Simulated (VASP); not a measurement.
Here is a VASP 6.6.1 calculation.

Contents of POSCAR:

```
Pd
1.0
    2.8211160836      0.0000000000      0.0000000000
   -1.4105580418      2.4431581954      0.0000000000
    0.0000000000      0.0000000000      9.2146489525
Pd
4
Direct
    0.0000000000      0.0000000000      0.0000000000
    0.0000000000      0.0000000000      0.5000000000
    0.3333333333      0.6666666667      0.2500000000
    0.6666666667      0.3333333333      0.7500000000
```

File INCAR.step1:

```
SYSTEM = Pd
ALGO = Normal
EDIFF = 1E-4
ENCUT = 520
GGA = PE
ISMEAR = 0
LASPH = .True.
LCHARG = .False.
LREAL = .False.
LWAVE = .True.
NBANDS = 28
NELM = 100
PREC = Accurate
SIGMA = 0.1
```

The input INCAR.step2:

```
SYSTEM = Pd
ALGO = Normal
EDIFF = 1E-7
ENCUT = 520
ISIF = 2
ISMEAR = 0
ISTART = 1
LASPH = .True.
LCHARG = .False.
LMIXTAU = .True.
LREAL = .False.
LWAVE = .False.
METAGGA = R2SCAN
NBANDS = 28
NELM = 100
PREC = Accurate
SIGMA = 0.1
```

KPOINTS

```
k-points
0
Gamma
  6 6 2
  0 0 0
```

Potentials or basis: VASP PAW PBE potentials, release 64 (Pd).

Launch:

```sh
$ cat potpaw_PBE.64/Pd/POTCAR > POTCAR
$ cp INCAR.step1 INCAR
$ mpirun -np 1 vasp_std > vasp.out
$ cp INCAR.step2 INCAR
$ mpirun -np 1 vasp_std > vasp.out
```

**Question.** What does it give for the band gap on the k mesh?

**Answer.** Zero (band 20 reaches 8.56 eV, above the bottom of band 21 at 7.70 eV).

**Question.** What does it give for the pressure?

**Answer.** -9.9 GPa.

Stress tensor (GPa, compression positive):
```
-10.82   0.00   0.00
  0.00 -10.82   0.00
  0.00   0.00  -8.16
```

Caveat: the k points lie up to 0.43 Å⁻¹ apart; the PAW data sets were made with another functional, which shifts forces and pressure a little.
